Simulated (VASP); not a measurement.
**Pd: single point with PBEsol**

Pd, a slab with vacuum:

```
CELL_PARAMETERS angstrom
2.74180 0.00000 0.00000
0.00000 2.74180 0.00000
0.00000 0.00000 23.75500
ATOMIC_POSITIONS crystal
Pd 0.00000 0.00000 0.33855
Pd 0.50000 0.50000 0.41879
Pd 0.00000 0.00000 0.50000
Pd 0.50000 0.50000 0.58121
Pd 0.00000 0.00000 0.66145
```

```json
{"Program": "VASP 6.6.1", "Task": "single point", "Functional": "PBEsol", "Potentials or basis": "VASP PAW PBE potentials, release 64 (Pd)", "Cutoff": "520 eV", "k mesh": "12 × 12 × 1", "Occupations": "fermi-dirac, width 0.08 eV", "Spin": "no spin polarisation"}
```

The largest force is 0.013 eV/Å and the band gap on the k mesh is zero (band 25 reaches 1.57 eV, above the bottom of band 26 at 0.50 eV).

Forces in eV/Å, atoms in the order of the input:
```
Pd   0.000  0.000  0.013
Pd   0.000  0.000 -0.002
Pd   0.000  0.000  0.000
Pd   0.000  0.000  0.002
Pd   0.000  0.000 -0.013
```

Levels at points of the mesh, in eV from the Fermi level:
```csv
k point,band 22,band 23,band 24,band 25,band 26,band 27,band 28,band 29
"(0.00, 0.00, 0.00)",-0.48,-0.35,-0.34,-0.34,-0.09,0.01,0.17,0.17
"(0.50, 0.00, 0.00)",-0.33,-0.20,-0.15,-0.02,1.35,1.80,2.13,2.26
"(0.50, 0.50, 0.00)",0.30,0.30,0.64,0.64,4.09,4.09,6.05,6.05
```

Run time: 3.2 min on 1 thread of Intel(R) Xeon(R) Platinum 8375C CPU @ 2.90GHz (Ice Lake) (shared host), peak memory 0.3 GiB.

Caveat: the PAW data sets were made with another functional, which shifts forces and pressure a little.
